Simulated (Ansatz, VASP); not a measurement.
Two plane-wave programs on Al2O

```
Al O
1.0
     2.85621    0.00000    0.00000
     0.00000    2.85621    0.00000
     0.00000    0.00000    8.50747
Al O
4 2
Cartesian
  0.0000 0.0000 7.0286
  0.0000 0.0000 1.4789
  0.0000 0.0000 4.2537
  1.4281 1.4281 0.0000
  1.4281 1.4281 2.8240
  1.4281 1.4281 5.6834
```

Change from the starting cell: species swapped into the Fe2Si type (P4/mmm, No. 123).

Alike in both runs: task relaxation of cell and atoms; functional PBE; k mesh 6 × 6 × 2; occupations gaussian, width 0.1 eV; no spin polarisation.

|  | VASP | Ansatz |
| --- | --- | --- |
| version | VASP 6.6.1 | Ansatz 0.2.0 |
| potentials or method | VASP PAW PBE potentials, release 64 (Al, O), cutoff 600 eV | scalar-relativistic, plane waves, PAW |
| valence electrons in the cell | 24 | 24 |

VASP gave:

| Property | Result |
| --- | --- |
| gap on the k mesh at the Fermi level, each at its own relaxed structure (eV) | none |
| relaxed volume (Å³/atom) | 13.87 |
| relaxed cell length with the largest relative difference (Å) | 11.301 |

Task: Which values does Ansatz return?

Result: gap on the k mesh at the Fermi level, each at its own relaxed structure (eV): none; relaxed volume (Å³/atom): 16.23; relaxed cell length with the largest relative difference (Å): 13.932.

A gap of «none» marks a metal or a gap that the smearing closes. One of these differences is far larger than is usual between the two programs; its cause wasn't traced.

The k mesh is coarse, so the values compare programs but aren't converged. Noted on VASP's run: the volume moved by over 15 % at a fixed basis, so the end points are rough.
